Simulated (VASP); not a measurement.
# GaP (R-3m) in VASP: single point with r2SCAN

Aim: the single point of GaP with r2SCAN.

All numbers are computed with VASP 6.6.1; they aren't measurements. Logs are shortened: lines on timing, memory, paths and dates and some standing lists are left out, and cuts for length are marked.

**1. The cell of the first run**

Symmetry: R-3m, No. 166, trigonal system. Conventional cell: a = 3.886 Å, b = 3.886 Å, c = 19.292 Å, α = 90.00°, β = 90.00°, γ = 120.00°. Within 3.2 Å of Ga (site symmetry 3m) lie 3 P at 2.40 Å and 1 Ga at 2.49 Å. Within 2.9 Å of P (site symmetry 3m) lie 1 P at 2.21 Å and 3 Ga at 2.40 Å.

**2. Single point, r2SCAN**

File POSCAR:

```
GaP
1.0
    1.9430200000      1.1218000000      6.4308100000
   -1.9430200000      1.1218000000      6.4308100000
    0.0000000000     -2.2436000000      6.4308100000
Ga P
2 2
Direct
    0.4353700000      0.4353700000      0.4353700000
    0.5646300000      0.5646300000      0.5646300000
    0.0573900000      0.0573900000      0.0573900000
    0.9426100000      0.9426100000      0.9426100000
```

File INCAR.step1:

```
  ALGO = Normal
  EDIFF = 1E-4
  ENCUT = 520
  GGA = PE
  ISMEAR = -1
  LASPH = T
  LCHARG = F
  LREAL = F
  LWAVE = T
  NBANDS = 26
  NELM = 100
  PREC = Accurate
  SIGMA = 0.02
```

File INCAR.step2:

```
  ALGO = Normal
  EDIFF = 1E-6
  ENCUT = 520
  ISIF = 2
  ISMEAR = -1
  ISTART = 1
  LASPH = T
  LCHARG = F
  LMIXTAU = T
  LREAL = F
  LWAVE = F
  METAGGA = R2SCAN
  NBANDS = 26
  NELM = 100
  PREC = Accurate
  SIGMA = 0.02
```

File KPOINTS:

```
k-points
0
Gamma
  6 6 6
```

Potentials or basis: VASP PAW PBE potentials, release 64 (Ga_d, P).

The run is started by

```sh
cat potpaw_PBE.64/Ga_d/POTCAR potpaw_PBE.64/P/POTCAR > POTCAR
cp INCAR.step1 INCAR
mpirun -np 1 vasp_std > vasp.out
cp INCAR.step2 INCAR
mpirun -np 1 vasp_std > vasp.out
```

OUTCAR:

```text
EDIFF = 1E-6
   ENCUT = 520
   ISIF = 2
   ISMEAR = -1
   ISTART = 1
   LASPH = T
   LREAL = F
   METAGGA = R2SCAN
   NELM = 100
   PREC = Accurate

 ion  position               nearest neighbor table
   1  0.435  0.435  0.435-   3 2.40   3 2.40   3 2.40   2 2.49
   2  0.565  0.565  0.565-   4 2.40   4 2.40   4 2.40   1 2.49
   3  0.057  0.057  0.057-   4 2.21   1 2.40   1 2.40   1 2.40
   4  0.943  0.943  0.943-   3 2.21   2 2.40   2 2.40   2 2.40

  LATTYP: Found a trigonal (rhomboedric) cell.
 ALAT       =     6.8109528861
 COS(alpha) =     0.8372320906

  Lattice vectors:

 A1 = (   1.9430200000,   1.1218000000,   6.4308100000)
 A2 = (  -1.9430200000,   1.1218000000,   6.4308100000)
 A3 = (   0.0000000000,  -2.2436000000,   6.4308100000)

Analysis of symmetry for initial positions (statically):
=====================================================================
 Subroutine PRICEL returns:
 Original cell was already a primitive cell.

 Routine SETGRP: Setting up the symmetry group for a
 trigonal (rhombohedral) supercell.

 Subroutine GETGRP returns: Found 12 space group operations
 (whereof 12 operations were pure point group operations)
 out of a pool of 12 trial point group operations.

The static configuration has the point symmetry D_3d.

Analysis of symmetry for dynamics (positions and initial velocities):
=====================================================================
 Subroutine PRICEL returns:
 Original cell was already a primitive cell.

 Routine SETGRP: Setting up the symmetry group for a
 trigonal (rhombohedral) supercell.

 Subroutine GETGRP returns: Found 12 space group operations
 (whereof 12 operations were pure point group operations)
 out of a pool of 12 trial point group operations.

The dynamic configuration has the point symmetry D_3d.

 Subroutine INISYM returns: Found 12 space group operations
 (whereof 12 operations are pure point group operations),
 and found     1 'primitive' translations

----------------------------------------------------------------------------------------

                                     Primitive cell

  volume of cell :      84.1026

  direct lattice vectors                    reciprocal lattice vectors
     1.943020000  1.121800000  6.430810000     0.257331371  0.148570749  0.051833802
    -1.943020000  1.121800000  6.430810000    -0.257331371  0.148570749  0.051833802
     0.000000000 -2.243600000  6.430810000     0.000000000 -0.297141499  0.051833802

  length of vectors
     6.810952886  6.810952886  6.810951344     0.301627991  0.301627991  0.301628602

  position of ions in fractional coordinates (direct lattice)
     0.435370000  0.435370000  0.435370000
     0.564630000  0.564630000  0.564630000
     0.057390000  0.057390000  0.057390000
     0.942610000  0.942610000  0.942610000

  ion indices of the primitive-cell ions
   primitive index   ion index
                 1           1
                 2           2
                 3           3
                 4           4

----------------------------------------------------------------------------------------

 KPOINTS: k-points

Automatic generation of k-mesh.
 Grid dimensions read from file:
 generate k-points for:    6    6    6

 Generating k-lattice:

  Cartesian coordinates                     Fractional coordinates (reciprocal lattice)
     0.042888562  0.024761792  0.008638967     0.166666667  0.000000000 -0.000000000
    -0.042888562  0.024761792  0.008638967     0.000000000  0.166666667 -0.000000000
     0.000000000 -0.049523583  0.008638967    -0.000000000 -0.000000000  0.166666667

  Length of vectors
     0.050271332  0.050271332  0.050271434

  Shift w.r.t. Gamma in fractional coordinates (k-lattice)
     0.000000000  0.000000000  0.000000000

 Subroutine IBZKPT returns following result:
 ===========================================

 Found     32 irreducible k-points:

 Following reciprocal coordinates:
            Coordinates               Weight
  0.000000  0.000000  0.000000      1.000000
  0.166667  0.000000 -0.000000      6.000000
  0.333333  0.000000 -0.000000      6.000000
  0.500000  0.000000 -0.000000      3.000000
  0.166667  0.166667 -0.000000      6.000000
  0.333333  0.166667 -0.000000     12.000000
[... 16 lines left out ...]
  0.500000  0.500000  0.166667      6.000000
 -0.333333  0.500000  0.166667     12.000000
 [... further k-points ...]
   k-points           NKPTS =     32   k-points in BZ     NKDIM =     32   number of bands    NBANDS=     26
   number of dos      NEDOS =    301   number of ions     NIONS =      4
   total plane-waves  NPLWV = 157464
   dimension x,y,z NGX =    54 NGY =   54 NGZ =   54
   dimension x,y,z NGXF=   108 NGYF=  108 NGZF=  108
   ions per type =               2   2
   NGX,Y,Z   is equivalent  to a cutoff of  13.18, 13.18, 13.18 a.u.
   NGXF,Y,Z  is equivalent  to a cutoff of  26.36, 26.36, 26.36 a.u.
 SYSTEM =  unknown system
   PREC   = accura    normal or accurate (medium, high low for compatibility)
   ISTART =      1    job   : 0-new  1-cont  2-samecut
   ICHARG =      0    charge: 1-file 2-atom 10-const
   ISPIN  =      1    spin polarized calculation?
   LNONCOLLINEAR =      F non collinear calculations
   LSORBIT =      F    spin-orbit coupling
   LASPH  =      T    aspherical Exc in radial PAW
   ENCUT  =  520.0 eV  38.22 Ry    6.18 a.u.  12.66 12.66 12.66*2*pi/ulx,y,z
   NELM   =    100;   NELMIN=  2; NELMDL=  0     # of ELM steps
   EDIFF  = 0.1E-05   stopping-criterion for ELM
   LREAL  =      F    real-space projection
   EDIFFG = 0.1E-04   stopping-criterion for IOM
   NSW    =      0    number of steps for IOM
   IBRION =     -1    ionic relax: 0-MD 1-quasi-New 2-CG
   NFREE  =      0    steps in history (QN), initial steepest desc. (CG)
   ISIF   =      2    stress and relaxation
   ISYM   =      2    0-nonsym 1-usesym 2-fastsym
   POTIM  = 0.5000    time-step for ionic-motion
   TEBEG  =    0.0;   TEEND  =   0.0 temperature during run
   PSTRESS=    0.0 pullay stress
   NELECT =      36.0000    total number of electrons
   NUPDOWN=      -1.0000    fix difference up-down
   EMIN   =  10.00;   EMAX   =-10.00  energy-range for DOS
   EFERMI =   0.00;   METHOD = LEGACY
   ISMEAR =    -1;   SIGMA  =   0.02  broadening in eV -4-tet -1-fermi 0-gaus
   EFERMI_NEDOS =   21; number of points for ismear=-14 and -15
   IALGO  =     38    algorithm
   IMIX   =      4    mixing-type and parameters
     AMIX     =   0.40;   BMIX     =  1.00
     AMIX_MAG =   1.60;   BMIX_MAG =  1.00
  volume/ion in A,a.u.               =      21.03       141.89
  Fermi-wavevector in a.u.,A,eV,Ry     =   1.233784  2.331514 20.711099  1.522223
  Thomas-Fermi vector in A             =   2.368500
   LORBIT       =      0    0 simple, 1 ext, 2 COOP (PROOUT), +10 PAW based schemes
   METAGGA = R2SCAN    functional components
   LHFCALC =     F    Hartree Fock is set to
   AEXX    =    0.0000 exact exchange contribution
   IVDW    =     0    specifies the selected vdW correction
   LEPSILON=     F    determine dielectric tensor
   LRPA    =     F    only Hartree local field effects (RPA)
 non-spin polarized calculation
  energy-cutoff  :      520.00
  volume of cell :       84.10
 maximum number of plane-waves:      2282
 NGX is ok and might be reduce to    54
   NGX = 25   NGY = 25   NGZ = 25

 number of electron      36.0000008 magnetization

 Free energy of the ion-electron system (eV)
  ---------------------------------------------------
  ext. energy  EPLUGINS =         0.00000000
  ---------------------------------------------------
  free energy    TOTEN  =       -42.29532124 eV

  energy without entropy =      -42.29532124  energy(sigma->0) =      -42.29532124

 E-fermi :   4.8591     XC(G=0): -10.3683

 val. band max:        4.4402506386   @ k =   0.0000   0.0000   0.0000
 cond. band min:       5.5183123858   @ k =   0.5000   0.5000  -0.0000
 fundamental gap:      1.0780617472
 Fermi energy:         4.8591394891

 k-point     1 :       0.0000    0.0000    0.0000
  band No.  band energies     occupation
      1     -10.7511      2.00000
      2     -10.6227      2.00000
      3     -10.6227      2.00000
      4     -10.6073      2.00000
      5     -10.6073      2.00000
      6     -10.5475      2.00000
[... 18 lines left out ...]
     25       9.1718      0.00000
     26      13.1437      0.00000

 k-point     2 :       0.1667    0.0000   -0.0000
  band No.  band energies     occupation
      1     -10.7467      2.00000
      2     -10.6585      2.00000
      3     -10.6243      2.00000
      4     -10.6192      2.00000
      5     -10.5958      2.00000
      6     -10.5524      2.00000
[... 18 lines left out ...]
     25      10.1043      0.00000
     26      12.5253      0.00000

 k-point     3 :       0.3333    0.0000   -0.0000
  band No.  band energies     occupation
      1     -10.7454      2.00000
      2     -10.7092      2.00000
      3     -10.6489      2.00000
      4     -10.6145      2.00000
      5     -10.5728      2.00000
      6     -10.5632      2.00000
[... 18 lines left out ...]
     25      11.7058      0.00000
     26      12.0456      0.00000

 k-point     4 :       0.5000    0.0000   -0.0000
  band No.  band energies     occupation
      1     -10.7536      2.00000
      2     -10.7231      2.00000
      3     -10.6570      2.00000
      4     -10.6131      2.00000
      5     -10.5688      2.00000
      6     -10.5613      2.00000
[... 18 lines left out ...]
     25      11.3980      0.00000
     26      11.5495      0.00000
[... 496 lines left out ...]
      1     -10.7479      2.00000
      2     -10.7059      2.00000
      3     -10.6686      2.00000
      4     -10.6133      2.00000
      5     -10.5825      2.00000
      6     -10.5495      2.00000
[... 18 lines left out ...]
     25      12.0751      0.00000
     26      12.5617      0.00000

 k-point    23 :       0.5000    0.5000    0.1667
  band No.  band energies     occupation
      1     -10.7366      2.00000
      2     -10.6974      2.00000
      3     -10.6615      2.00000
      4     -10.6183      2.00000
      5     -10.5723      2.00000
      6     -10.5640      2.00000
[... 18 lines left out ...]
     25      12.6978      0.00000
     26      13.0864      0.00000

 k-point    24 :      -0.3333    0.5000    0.1667
  band No.  band energies     occupation
      1     -10.7370      2.00000
      2     -10.7113      2.00000
      3     -10.6708      2.00000
      4     -10.6136      2.00000
      5     -10.5834      2.00000
      6     -10.5495      2.00000
[... 18 lines left out ...]
     25      12.7222      0.00000
     26      12.8239      0.00000

 [... further k-points ...]

------------------------ aborting loop because EDIFF is reached ----------------------------------------

  FORCE on cell =-STRESS in cart. coord.  units (eV):
  Direction    XX          YY          ZZ          XY          YZ          ZX
  --------------------------------------------------------------------------------------
  -------------------------------------------------------------------------------------
  Total       -1.2589712     -1.2589642     -1.3326332     -0.0000000      0.0000000     -0.0000000
  in kB      -23.9837317    -23.9835983    -25.3870103     -0.0000000      0.0000000     -0.0000000
  external PRESSURE =     -24.4514468 kB  Pullay stress =       0.0000000 kB

 VOLUME and BASIS-vectors are now :
 -----------------------------------------------------------------------------
  energy-cutoff  :      520.00
  volume of cell :       84.10
      direct lattice vectors                 reciprocal lattice vectors
     1.943020000  1.121800000  6.430810000     0.257331371  0.148570749  0.051833802
    -1.943020000  1.121800000  6.430810000    -0.257331371  0.148570749  0.051833802
     0.000000000 -2.243600000  6.430810000     0.000000000 -0.297141499  0.051833802

 POSITION                                       TOTAL-FORCE (eV/Angst)
 -----------------------------------------------------------------------------------
      0.00000      0.00000      8.39935         0.000000      0.000000      0.058115
      0.00000      0.00000     10.89308        -0.000000      0.000000     -0.058115
      0.00000      0.00000      1.10719         0.000000     -0.000000     -0.006292
      0.00000      0.00000     18.18524         0.000000      0.000000      0.006292
 -----------------------------------------------------------------------------------
    total drift:                                0.000000      0.000000      0.000000

  FREE ENERGIE OF THE ION-ELECTRON SYSTEM (eV)
  ---------------------------------------------------
  free  energy   TOTEN  =       -42.2953212376 eV

  energy  without entropy=      -42.2953212376  energy(sigma->0) =      -42.29532124
```

Wall time 9.7 min (1 thread of Intel Xeon Platinum 8559C (Emerald Rapids), shared host); peak memory 0.44 GiB.

Results:

```yaml
Free_energy: -42.2953 eV
Pressure: -2.4 GPa
Largest_force: 0.058 eV/Å
Band_gap_on_the_k_mesh: 1.08 eV (least direct gap 1.48 eV)
```

Forces in eV/Å, atoms in the order of the input:
```
Ga   0.000  0.000  0.058
Ga   0.000  0.000 -0.058
P    0.000  0.000 -0.006
P    0.000  0.000  0.006
```

Levels at points of the mesh, in eV from the valence-band top:
```
           k point  band 14  band 15  band 16  band 17  band 18  band 19  band 20  band 21  band 22  band 23
(0.00, 0.00, 0.00)    -1.88    -1.88    -0.24     0.00     0.00     1.48     1.95     3.04     3.94     3.94
(0.50, 0.00, 0.00)    -5.69    -4.62    -2.96    -2.72    -1.81     1.91     3.02     4.01     4.83     6.66
(0.50, 0.50, 0.00)    -6.94    -3.95    -3.23    -1.26    -0.52     1.08     1.77     1.85     4.35     4.43
(0.50, 0.50, 0.50)    -3.77    -1.79    -1.79    -0.26    -0.26     1.50     2.73     4.14     4.14     5.39
```

Caveat: the PAW data sets were made with another functional, which shifts forces and pressure a little. A k mesh can miss the band edges.
